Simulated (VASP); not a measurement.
Write the native input for VASP 6.6.1 that does the following.

| Item | Value |
| --- | --- |
| Task | single point |
| Functional | PBE |
| Potentials or basis | VASP PAW PBE potentials, release 64 (Al, Ti_sv) |
| Cutoff | 520 eV |
| k mesh | 3 × 3 × 3 |
| Occupations | fermi-dirac, width 0.15 eV |
| Spin | no spin polarisation |
| Dipole correction | no |
| Further INCAR settings | LREAL = Auto; ALGO = Normal; EDIFF = 1e-06; NBANDS = 72 |

The structure of TiAl30 (a cell with a defect) lies in POSCAR:

```
TiAl30
1.0
    8.1000000000      0.0000000000      0.0000000000
    0.0000000000      8.1000000000      0.0000000000
    0.0000000000      0.0000000000      8.1000000000
Al Ti
30 1
Direct
    0.5000000000      0.0006523664      0.0006523664
    0.7498177207      0.2496474733      0.0003695651
    0.7498177207      0.0003695651      0.2496474733
    0.0000000000     -0.0015765063     -0.0015765063
    0.2501822793      0.2496474733      0.0003695651
    0.5000000000      0.4991593049      0.0016248881
    0.7503158881      0.7494663290      0.0014735778
    0.2501822793      0.0003695651      0.2496474733
    0.5000000000      0.2503661125      0.2503661125
    0.7542791026      0.4977213435      0.2547634267
    0.5000000000      0.0016248881      0.4991593049
    0.7542791026      0.2547634267      0.4977213435
    0.7503158881      0.0014735778      0.7494663290
    0.0000000000      0.4973591235      0.0016528626
    0.2496841119      0.7494663290      0.0014735778
    0.2457208974      0.4977213435      0.2547634267
    0.5000000000      0.7481943153      0.2501911471
    0.0000000000      0.0016528626      0.4973591235
    0.2457208974      0.2547634267      0.4977213435
    0.5000000000      0.5008468538      0.5008468538
    0.7516835540      0.7482324852      0.5023087837
    0.2496841119      0.0014735778      0.7494663290
    0.5000000000      0.2501911471      0.7481943153
    0.7516835540      0.5023087837      0.7482324852
    0.0000000000      0.7425392410      0.2555257784
    0.2483164460      0.7482324852      0.5023087837
    0.0000000000      0.2555257784      0.7425392410
    0.2483164460      0.5023087837      0.7482324852
    0.5000000000      0.7524901251      0.7524901251
    0.0000000000      0.7470155346      0.7470155346
    0.0000000000      0.2459928842      0.2459928842
```

One way to write it, as run:

INCAR

```
PREC = Accurate
ENCUT = 520
EDIFF = 1E-6
ISMEAR = -1
SIGMA = 0.15
LREAL = Auto
LASPH = True
NELM = 80
ALGO = Normal
ISIF = 2
LWAVE = False
LCHARG = True
GGA = PE
LELF = True
LVHAR = True
NBANDS = 72
```

KPOINTS

```
regular mesh
0
Gamma
  3 3 3
```

Potentials or basis: VASP PAW PBE potentials, release 64 (Al, Ti_sv).

The run is started by

```bash
$ cat potpaw_PBE.64/Al/POTCAR potpaw_PBE.64/Ti_sv/POTCAR > POTCAR
$ mpirun -np 1 vasp_std > vasp.out
```

Results of the run:

```
Pressure               : -1.3 GPa
Largest force          : 0.014 eV/Å
Band gap on the k mesh : zero (band 51 reaches 7.59 eV, above the bottom of band 52 at 7.52 eV)
```

Wall time 12 min on 1 thread of AMD EPYC 7R13, with other jobs on the host, peak memory 0.54 GiB.
